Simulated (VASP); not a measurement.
# YCu2S2 (P-3m1) in VASP: single point with PBE

Aim: the single point of YCu2S2 with PBE.

All numbers are computed with VASP 6.6.1; they aren't measurements. Logs are shortened: lines on timing, memory, paths and dates and some standing lists are left out, and cuts for length are marked.

### 1 The cell of the first run

It takes space group P-3m1 (No. 164, trigonal). The conventional cell has a = 3.927 Å, b = 3.927 Å, c = 6.414 Å, α = 90.00°, β = 90.00°, γ = 120.00°. Within 3.7 Å of Y (site symmetry -3m) lie 6 S at 2.84 Å and 6 Cu at 3.15 Å. Within 3.2 Å of Cu (site symmetry 3m) lie 4 S at 2.32 to 2.51 Å and 3 Cu at 3.04 Å and 3 Y at 3.15 Å. S (site symmetry 3m) has 4 Cu at 2.32 to 2.51 Å and 3 Y at 2.84 Å within 3.1 Å.

### 2 Single point, PBE

Contents of INCAR:

```
SYSTEM = YCu2S2
PREC = Accurate
ENCUT = 600
EDIFF = 1E-6
ISMEAR = -1
SIGMA = 0.1
LREAL = .FALSE.
LASPH = .TRUE.
NELM = 120
ALGO = Normal
ISIF = 2
LWAVE = .FALSE.
LCHARG = .TRUE.
GGA = PE
LELF = .TRUE.
LVHAR = .TRUE.
NBANDS = 30
GGA_COMPAT = .FALSE.
```

Contents of KPOINTS:

```
regular mesh
0
G
  6 6 4
  0 0 0
```

Contents of POSCAR:

```
YCu2S2
1.0
    3.9274043200      0.0000000000      0.0000000000
   -1.9637021600      3.4012319100      0.0000000000
    0.0000000000      0.0000000000      6.4141120000
Y Cu S
1 2 2
Direct
    0.0000000000      0.0000000000      0.0000000000
    0.6666666700      0.3333333300      0.6583610000
    0.3333333300      0.6666666700      0.3416390000
    0.6666666700      0.3333333300      0.2673940000
    0.3333333300      0.6666666700      0.7326060000
```

Potentials or basis: VASP PAW PBE potentials, release 64 (Y_sv, Cu, S).

Started as:

```console
cat potpaw_PBE.64/Y_sv/POTCAR potpaw_PBE.64/Cu/POTCAR potpaw_PBE.64/S/POTCAR > POTCAR
mpirun -np 1 vasp_std > vasp.out
```

OUTCAR:

```text
SYSTEM = YCu2S2
   PREC = Accurate
   ENCUT = 600
   EDIFF = 1E-6
   ISMEAR = -1
   LREAL = .FALSE.
   LASPH = .TRUE.
   NELM = 120
   ISIF = 2
   GGA = PE

 ion  position               nearest neighbor table
   1  0.000  0.000  0.000-   4 2.84   5 2.84   5 2.84   4 2.84   4 2.84   5 2.84   2 3.15   3 3.15
                             3 3.15   2 3.15   3 3.15   2 3.15
   2  0.667  0.333  0.658-   5 2.32   5 2.32   5 2.32   4 2.51   1 3.15   1 3.15   1 3.15
   3  0.333  0.667  0.342-   4 2.32   4 2.32   4 2.32   5 2.51   1 3.15   1 3.15   1 3.15
   4  0.667  0.333  0.267-   3 2.32   3 2.32   3 2.32   2 2.51   1 2.84   1 2.84   1 2.84
   5  0.333  0.667  0.733-   2 2.32   2 2.32   2 2.32   3 2.51   1 2.84   1 2.84   1 2.84

  LATTYP: Found a hexagonal cell.
 ALAT       =     3.9274043200
 C/A-ratio  =     1.6331682397

  Lattice vectors:

 A1 = (   3.9274043200,   0.0000000000,   0.0000000000)
 A2 = (  -1.9637021600,   3.4012319100,   0.0000000000)
 A3 = (   0.0000000000,   0.0000000000,   6.4141120000)

Analysis of symmetry for initial positions (statically):
=====================================================================
 Subroutine PRICEL returns:
 Original cell was already a primitive cell.

 Routine SETGRP: Setting up the symmetry group for a
 hexagonal supercell.

 Subroutine GETGRP returns: Found 12 space group operations
 (whereof 12 operations were pure point group operations)
 out of a pool of 24 trial point group operations.

The static configuration has the point symmetry D_3d.

Analysis of symmetry for dynamics (positions and initial velocities):
=====================================================================
 Subroutine PRICEL returns:
 Original cell was already a primitive cell.

 Routine SETGRP: Setting up the symmetry group for a
 hexagonal supercell.

 Subroutine GETGRP returns: Found 12 space group operations
 (whereof 12 operations were pure point group operations)
 out of a pool of 24 trial point group operations.

The dynamic configuration has the point symmetry D_3d.

 Subroutine INISYM returns: Found 12 space group operations
 (whereof 12 operations are pure point group operations),
 and found     1 'primitive' translations

----------------------------------------------------------------------------------------

                                     Primitive cell

  volume of cell :      85.6798

[... 92 lines left out ...]
   NELM   =    120;   NELMIN=  2; NELMDL= -5     # of ELM steps
   EDIFF  = 0.1E-05   stopping-criterion for ELM
   LREAL  =      F    real-space projection
   EDIFFG = 0.1E-04   stopping-criterion for IOM
   NSW    =      0    number of steps for IOM
   IBRION =     -1    ionic relax: 0-MD 1-quasi-New 2-CG
   NFREE  =      0    steps in history (QN), initial steepest desc. (CG)
   ISIF   =      2    stress and relaxation
   ISYM   =      2    0-nonsym 1-usesym 2-fastsym
   POTIM  = 0.5000    time-step for ionic-motion
   TEBEG  =    0.0;   TEEND  =   0.0 temperature during run
   PSTRESS=    0.0 pullay stress
   NELECT =      45.0000    total number of electrons
   NUPDOWN=      -1.0000    fix difference up-down
   EMIN   =  10.00;   EMAX   =-10.00  energy-range for DOS
   EFERMI =   0.00;   METHOD = LEGACY
   ISMEAR =    -1;   SIGMA  =   0.10  broadening in eV -4-tet -1-fermi 0-gaus
   EFERMI_NEDOS =   21; number of points for ismear=-14 and -15
   IALGO  =     38    algorithm
   IMIX   =      4    mixing-type and parameters
     AMIX     =   0.40;   BMIX     =  1.00
     AMIX_MAG =   1.60;   BMIX_MAG =  1.00
  volume/ion in A,a.u.               =      17.14       115.64
  Fermi-wavevector in a.u.,A,eV,Ry     =   1.320848  2.496041 23.737264  1.744640
  Thomas-Fermi vector in A             =   2.450645
   LORBIT       =      0    0 simple, 1 ext, 2 COOP (PROOUT), +10 PAW based schemes
   GGA     = PE    functional components
   LHFCALC =     F    Hartree Fock is set to
   AEXX    =    0.0000 exact exchange contribution
   IVDW    =     0    specifies the selected vdW correction
   LEPSILON=     F    determine dielectric tensor
   LRPA    =     F    only Hartree local field effects (RPA)
 non-spin polarized calculation
  energy-cutoff  :      600.00
  volume of cell :       85.68
 maximum number of plane-waves:      2876
 NGX is ok and might be reduce to    32
   NGX = 15   NGY = 15   NGZ = 25

 number of electron      45.0000007 magnetization

 Free energy of the ion-electron system (eV)
  ---------------------------------------------------
  ext. energy  EPLUGINS =         0.00000000
  ---------------------------------------------------
  free energy    TOTEN  =       -26.25804889 eV

  energy without entropy =      -26.18929907  energy(sigma->0) =      -26.22367398

 E-fermi :   7.4866     XC(G=0): -10.8585

 val. band max:        7.4416964898   @ k =   0.1667  -0.0000   0.5000
 cond. band min:       7.4902205203   @ k =   0.3333   0.1667   0.2500
 fundamental gap:      0.0485240305
 Fermi energy:         7.4865985150

 k-point     1 :       0.0000    0.0000    0.0000
  band No.  band energies     occupation
      1     -36.2240      2.00000
      2     -16.3596      2.00000
      3     -16.1719      2.00000
      4     -16.1719      2.00000
      5      -8.3363      2.00000
      6      -7.3023      2.00000
[... 781 lines left out ...]
     29      11.5716      0.00000
     30      11.6979      0.00000

------------------------ aborting loop because EDIFF is reached ----------------------------------------

  FORCE on cell =-STRESS in cart. coord.  units (eV):
  Direction    XX          YY          ZZ          XY          YZ          ZX
  --------------------------------------------------------------------------------------
  -------------------------------------------------------------------------------------
  Total        0.3817532      0.3817532      0.1200665     -0.0000000      0.0000000      0.0000000
  in kB        7.1386297      7.1386297      2.2451948     -0.0000000      0.0000000      0.0000000
  external PRESSURE =       5.5074847 kB  Pullay stress =       0.0000000 kB

 VOLUME and BASIS-vectors are now :
 -----------------------------------------------------------------------------
  energy-cutoff  :      600.00
  volume of cell :       85.68
      direct lattice vectors                 reciprocal lattice vectors
     3.927404320  0.000000000  0.000000000     0.254621098  0.147005560  0.000000000
    -1.963702160  3.401231910  0.000000000     0.000000000  0.294011119  0.000000000
     0.000000000  0.000000000  6.414112000     0.000000000  0.000000000  0.155906227

 POSITION                                       TOTAL-FORCE (eV/Angst)
 -----------------------------------------------------------------------------------
      0.00000      0.00000      0.00000        -0.000000      0.000000      0.000000
      1.96370      1.13374      4.22280        -0.000000      0.000000      0.064310
     -0.00000      2.26749      2.19131         0.000000     -0.000000     -0.064310
      1.96370      1.13374      1.71510        -0.000000      0.000000     -0.050078
     -0.00000      2.26749      4.69902        -0.000000      0.000000      0.050078
 -----------------------------------------------------------------------------------
    total drift:                               -0.000000      0.000000      0.000000

  FREE ENERGIE OF THE ION-ELECTRON SYSTEM (eV)
  ---------------------------------------------------
  free  energy   TOTEN  =       -26.2580488861 eV

  energy  without entropy=      -26.1892990696  energy(sigma->0) =      -26.22367398
```

OSZICAR:

```text
N       E                     dE             d eps       ncg     rms          rms(c)
DAV:   1     0.407882398679E+03    0.40788E+03   -0.22075E+04  1440   0.206E+03
DAV:   2     0.198959793869E+02   -0.38799E+03   -0.37218E+03  1452   0.438E+02
DAV:   3    -0.256295467169E+02   -0.45526E+02   -0.43387E+02  1944   0.154E+02
DAV:   4    -0.289064168028E+02   -0.32769E+01   -0.32274E+01  2528   0.363E+01
DAV:   5    -0.289903461285E+02   -0.83929E-01   -0.83719E-01  2050   0.504E+00    0.312E+01
DAV:   6    -0.291592365573E+02   -0.16889E+00   -0.45383E+01  2024   0.129E+02    0.182E+01
DAV:   7    -0.261753024437E+02    0.29839E+01   -0.18584E+01  1906   0.113E+02    0.126E+01
DAV:   8    -0.265285274524E+02   -0.35323E+00   -0.29670E+00  2338   0.138E+01    0.595E+00
DAV:   9    -0.262506566789E+02    0.27787E+00   -0.14046E+00  2108   0.242E+01    0.169E+00
DAV:  10    -0.262663683373E+02   -0.15712E-01   -0.14720E-01  2314   0.689E+00    0.812E-01
DAV:  11    -0.262577143687E+02    0.86540E-02   -0.57406E-02  2136   0.484E+00    0.205E-01
DAV:  12    -0.262580932999E+02   -0.37893E-03   -0.60822E-03  2300   0.122E+00    0.155E-01
DAV:  13    -0.262580731069E+02    0.20193E-04   -0.13524E-03  2298   0.631E-01    0.604E-02
DAV:  14    -0.262580522928E+02    0.20814E-04   -0.33165E-04  2224   0.407E-01    0.227E-02
DAV:  15    -0.262580481005E+02    0.41923E-05   -0.32954E-05  2344   0.130E-01    0.175E-02
DAV:  16    -0.262580488861E+02   -0.78559E-06   -0.50524E-06  1842   0.177E-02
   1 F= -.26258049E+02 E0= -.26223674E+02  d E =-.687498E-01
```

stdout:

```text
POSCAR found type information on POSCAR Y CuS
 POSCAR found :  3 types and       5 ions
 scaLAPACK will be used
 LDA part: xc-table for (Slater+PW92), standard interpolation
 POSCAR, INCAR and KPOINTS ok, starting setup
 FFT: planning ... GRIDC
 FFT: planning ... GRID_SOFT
 FFT: planning ... GRID
 WAVECAR not read
 entering main loop
```

Wall time 2.8 min (1 thread of AMD EPYC, shared host); peak memory 0.26 GiB.

What came out:

```yaml
Free_energy: -26.2580 eV
Pressure: 0.6 GPa
Largest_force: 0.064 eV/Å
Band_gap_on_the_k_mesh: zero (an odd number of electrons rules out a gap without spin polarisation)
```

Forces in eV/Å, atoms in the order of the input:
```
Y    0.000  0.000  0.000
Cu   0.000  0.000  0.064
Cu   0.000  0.000 -0.064
S    0.000  0.000 -0.050
S    0.000  0.000  0.050
```

Stress tensor (GPa, compression positive):
```
0.71 0.00 0.00
0.00 0.71 0.00
0.00 0.00 0.22
```

With open d or f shells a metallic result of PBE can be an artefact of self-interaction; +U or a hybrid may open a gap.
